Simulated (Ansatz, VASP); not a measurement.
# LiH: VASP beside Ansatz

```xyz
4
Lattice="3.2451 0.0000 0.0000 -1.6225 2.8103 0.0000 0.0000 0.0000 4.0684" Properties=species:S:1:pos:R:3 pbc="T T T"
Li    0.0000    1.8736   -0.2543
Li    1.6225    0.9368    1.7799
H     0.0000    1.8736    1.7799
H     1.6225    0.9368    3.8142
```

Change from the starting cell: biaxial_xy strain -0.3%.

Alike in both runs: task single point; functional r2SCAN; k mesh 12 × 12 × 6; no spin polarisation.

|  | VASP | Ansatz |
| --- | --- | --- |
| version | VASP 6.6.1 | Ansatz 0.2.0 |
| potentials or method | VASP PAW PBE potentials, release 64 (Li_sv, H) | plane waves, PAW |
| plane-wave cutoff (eV) | 520 | 500 |
| occupations | gaussian, width 0.01 eV | fixed |
| valence electrons in the cell | 8 | 8 |

```csv
,VASP,Ansatz,Ansatz less VASP
gap on the k mesh at the Fermi level (eV),2.31,2.36,+0.044
```

VASP's potentials were made for PBE, not for r2SCAN.

Noted on VASP's run: the cutoff is short for stress, so the pressure is rough.
